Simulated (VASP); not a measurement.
Na: single point with PBE

Na:

```
Na
1.0
    -2.44448    2.44448    1.58891
     2.44448   -2.44448    1.58891
     2.44448    2.44448   -1.58891
Na
1
Direct
  0.00000 0.00000 0.00000
```

This cell differs from its parent crystal: ratio of the length along z to the lengths across it x 0.65, volume and fractional coordinates fixed.

```yaml
Program: VASP 6.6.1
Task: single point
Functional: PBE
Potentials_or_basis: VASP PAW PBE potentials, release 64 (Na_pv)
Cutoff: 520 eV
k_mesh: 18 × 18 × 18
Occupations: gaussian, width 0.15 eV
Spin: no spin polarisation
Dipole_correction: no
Further_INCAR_settings: ALGO = Fast; EDIFF = 1e-07; NBANDS = 10
```

```yaml
Pressure: 0.2 GPa
Band_gap_on_the_k_mesh: zero (an odd number of electrons rules out a gap without spin polarisation)
```

Stress tensor (GPa, compression positive):
```
-1.06  0.00  0.00
 0.00 -1.06  0.00
 0.00  0.00  2.84
```

Levels at points of the mesh, in eV from the Fermi level:
```
           k point  band 1  band 2  band 3  band 4  band 5  band 6  band 7
(0.00, 0.00, 0.00)  -25.04  -25.04  -25.04   -3.24    7.88    9.03    9.03
(0.50, 0.00, 0.00)  -25.13  -25.04  -25.04    1.70    2.32    7.02    8.02
(0.50, 0.50, 0.00)  -25.07  -25.04  -25.04   -0.10   -0.05   10.95   11.45
(0.50, 0.50, 0.50)  -25.06  -25.06  -25.05    2.70    2.70    3.02    3.56
```

Run time: 110 s on 1 thread of Intel(R) Xeon(R) Platinum 8259CL CPU @ 2.50GHz (Skylake/Cascade Lake) (shared host), peak memory 0.26 GiB.
